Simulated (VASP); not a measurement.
Here is a VASP 6.6.1 calculation.

INCAR

```
PREC = Accurate
ENCUT = 520
EDIFF = 1E-6
ISMEAR = 0
SIGMA = 0.04
LREAL = F
LASPH = T
NELM = 120
ALGO = Normal
ISIF = 2
LWAVE = F
LCHARG = F
LDIPOL = T
IDIPOL = 3
DIPOL = 0.5 0.5 0.642
GGA = PS
IVDW = 12
NBANDS = 41
GGA_COMPAT = F
NELMDL = -8
```

File KPOINTS:

```
regular mesh
0
Gamma
  6 6 1
```

The input POSCAR:

```
C
1.0
    6.1459256416      2.1290110942      0.0000000000
   -4.9167405133      4.2580221882      0.0000000000
    0.0000000000      0.0000000000     21.9298154914
C
14
Direct
    0.0490013468      0.3102713427      0.6468368964
    0.1897286573      0.7387300041      0.6468368964
    0.3333333333      0.1666666667      0.6365150066
    0.4756182434      0.5961024280      0.6380748734
    0.6204841846      0.0243817566      0.6380748734
    0.7612699959      0.4509986532      0.6468368964
    0.9038975720      0.8795158154      0.6380748734
    0.0951372751      0.1207992722      0.6395017483
    0.2371118896      0.5475271460      0.6443226658
    0.3792007278      0.9743380030      0.6395017483
    0.5256619970      0.4048627249      0.6395017483
    0.6666666667      0.8333333333      0.6425441212
    0.8104152563      0.2628881104      0.6443226658
    0.9524728540      0.6895847437      0.6443226658
```

Potentials or basis: VASP PAW PBE potentials, release 64 (C).

Command:

```sh
$ cat potpaw_PBE.64/C/POTCAR > POTCAR
$ mpirun -np 1 vasp_std > vasp.out
```

(1) What does it give for the dispersion energy per atom?

(2) What does it give for the largest force?

Results:

(1) -0.049 eV.

(2) 1.620 eV/Å.

Caveat: the PAW data sets were made with another functional, which shifts forces and pressure a little.
